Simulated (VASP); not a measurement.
A run of VASP 6.6.1 is set up as follows.

File POSCAR:

```
HfN
1.0
    0.0000000000     -2.4458088214     -2.4458088214
    0.0000000000      2.4458088214     -2.4458088214
    4.8916176429      0.0000000000      0.0000000000
Hf N
2 2
Direct
    0.5000000000      0.5000000000      0.5000000000
    0.0000000000      0.0000000000      0.0000000000
    0.0000000000      0.5000000000      0.2500000000
    0.5000000000      0.0000000000      0.7500000000
```

File INCAR.step1:

```
SYSTEM = HfN
ALGO     = Normal         ! electronic algorithm
EDIFF    = 1E-5           ! SCF threshold, eV
ENCUT    = 660            ! plane-wave cutoff, eV
GGA      = PE             ! functional
GGA_COMPAT= .False.      
ISMEAR   = 0              ! smearing method
LASPH    = .True.         ! aspherical terms in the spheres
LCHARG   = .False.        ! write CHGCAR
LREAL    = .False.        ! projectors in reciprocal space
LWAVE    = .True.         ! write WAVECAR
NBANDS   = 23             ! bands
NELM     = 120            ! most SCF steps
PREC     = Accurate       ! precision mode
SIGMA    = 0.15           ! smearing width, eV
```

INCAR.step2

```
SYSTEM = HfN
ALGO     = Normal         ! electronic algorithm
EDIFF    = 1E-6           ! SCF threshold, eV
ENCUT    = 660            ! plane-wave cutoff, eV
GGA_COMPAT= .False.      
ISIF     = 2              ! what is computed and relaxed
ISMEAR   = 0              ! smearing method
ISTART   = 1            
LASPH    = .True.         ! aspherical terms in the spheres
LCHARG   = .True.         ! write CHGCAR
LELF     = .True.         ! ELF
LMIXTAU  = .True.       
LREAL    = .False.        ! projectors in reciprocal space
LVHAR    = .True.       
LWAVE    = .False.        ! write WAVECAR
METAGGA  = R2SCAN         ! meta-GGA
NBANDS   = 23             ! bands
NELM     = 120            ! most SCF steps
PREC     = Accurate       ! precision mode
SIGMA    = 0.15           ! smearing width, eV
```

Contents of KPOINTS:

```
k-points
0
Gamma
  10 10 8
  0 0 0
```

Potentials or basis: VASP PAW PBE potentials, release 64 (Hf_pv, N).

Launch:

```console
$ cat potpaw_PBE.64/Hf_pv/POTCAR potpaw_PBE.64/N/POTCAR > POTCAR
$ cp INCAR.step1 INCAR
$ mpirun -np 1 vasp_std > vasp.out
$ cp INCAR.step2 INCAR
$ mpirun -np 1 vasp_std > vasp.out
```

(1) Estimate the band gap on the k mesh.

(2) Predict the pressure.

## Answers

(1) zero (bands 15 and 16 overlap by 3.02 eV).

(2) -1.2 GPa.

Caveat: the PAW data sets were made with another functional, which shifts forces and pressure a little; spin-orbit coupling is left out, which moves the levels of the heavy elements.
